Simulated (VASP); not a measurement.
Input of a VASP 6.6.1 run:

File INCAR:

```
SYSTEM = Cs
ALGO = Normal
EDIFF = 1E-6
ENCUT = 500
GGA = PS
GGA_COMPAT = .FALSE.
ISIF = 2
ISMEAR = 1
LASPH = .TRUE.
LCHARG = .FALSE.
LREAL = .FALSE.
LWAVE = .FALSE.
NBANDS = 10
NELM = 120
PREC = Accurate
SIGMA = 0.05
```

File KPOINTS:

```
k-points
0
G
  4 4 4
  0 0 0
```

File POSCAR:

```
Cs
1.0
    0.0000000000      2.2155619287      2.2155619287
    2.2155619287      0.0000000000      2.2155619287
    2.2155619287      2.2155619287      0.0000000000
Cs
1
Direct
    0.0000000000      0.0000000000      0.0000000000
```

Potentials or basis: VASP PAW PBE potentials, release 64 (Cs_sv).

Launch:

```bash
$ cat potpaw_PBE.64/Cs_sv/POTCAR > POTCAR
$ mpirun -np 1 vasp_std > vasp.out
```

What does it give for the band gap on the k mesh?

Zero (an odd number of electrons rules out a gap without spin polarisation).

Predict the pressure.

48.1 GPa.

Caveat: the k points lie up to 0.61 Å⁻¹ apart, too coarse for converged energies and pressures of a metal; the PAW data sets were made with another functional, which shifts forces and pressure a little; spin-orbit coupling is left out, which moves the levels of the heavy elements.
